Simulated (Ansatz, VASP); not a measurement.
**BaTiO3: VASP beside Ansatz**

The input INCAR:

```
ALGO = Normal ; EDIFF = 1E-6
ENCUT = 520 ; GGA = PS
ISIF = 2 ; ISMEAR = 0
IVDW = 13 ; LASPH = T
LCHARG = F ; LDAU = T
LDAUJ = 0 0 0 ; LDAUL = -1 2 -1
LDAUPRINT = 1 ; LDAUTYPE = 2
LDAUU = 0 3 0 ; LMAXMIX = 4
LREAL = F ; LWAVE = F
NBANDS = 28 ; NELM = 150
PREC = Accurate ; SIGMA = 0.01
```

File KPOINTS:

```
k-points
0
Gamma
  4 4 4
```

Contents of POSCAR:

```
BaTiO3
1.0
    3.9998000000      0.0000000000      0.0000000000
    0.0000000000      3.9998000000      0.0000000000
    0.0000000000      0.0000000000      4.0180000000
Ba Ti O
1 1 3
Direct
    0.0000000000      0.0000000000      0.0000000000
    0.5000000000      0.5000000000      0.4900000000
    0.5000000000      0.5000000000      0.0190000000
    0.5000000000      0.0000000000      0.5170000000
    0.0000000000      0.5000000000      0.5170000000
```

Input for Ansatz:

```yaml
crystal:
  lattice:
    - [3.9998, 0.0, 0.0]
    - [0.0, 3.9998, 0.0]
    - [0.0, 0.0, 4.018]
  atoms:
    - { symbol: Ba, position: [0.0, 0.0, 0.0] }
    - { symbol: Ti, position: [0.5, 0.5, 0.49000000000000005] }
    - { symbol: O, position: [0.5, 0.5, 0.019] }
    - { symbol: O, position: [0.5, 0.0, 0.517] }
    - { symbol: O, position: [0.0, 0.5, 0.517] }
basis:
  ecutwfc: 420.0
kpoints:
  mp_grid:
    grid: [4, 4, 4]
hamiltonian:
  xc: pbesol
  dispersion: d4
  hubbard:
    - { species: Ti, l: d, u_eff: 3.0 }
scf:
  occupations:
    method: fixed
output:
  eigenvalues: true
```

Alike in both runs: task single point; functional PBEsol; dispersion D4; k mesh 4 × 4 × 4; no spin polarisation; Hubbard terms Ti d U = 3.0 eV.

|  | VASP | Ansatz |
| --- | --- | --- |
| version | VASP 6.6.1 | Ansatz 0.2.0 |
| potentials or method | VASP PAW PBE potentials, release 64 (Ba_sv, Ti_sv, O), cutoff 520 eV | plane waves, PAW |
| occupations | gaussian, width 0.01 eV | fixed |
| valence electrons in the cell | 40 | 40 |

Ansatz gave:

| Property | Result |
| --- | --- |
| gap on the k mesh at the Fermi level (eV) | 2.11 |

Task: Which values does VASP return?

Result: gap on the k mesh at the Fermi level (eV): 2.06.

VASP's potentials were made for PBE, not for PBEsol. The programs project onto different local orbitals, so the same U acts differently, and such runs can settle in different states.

Neither program's run includes spin-orbit coupling.
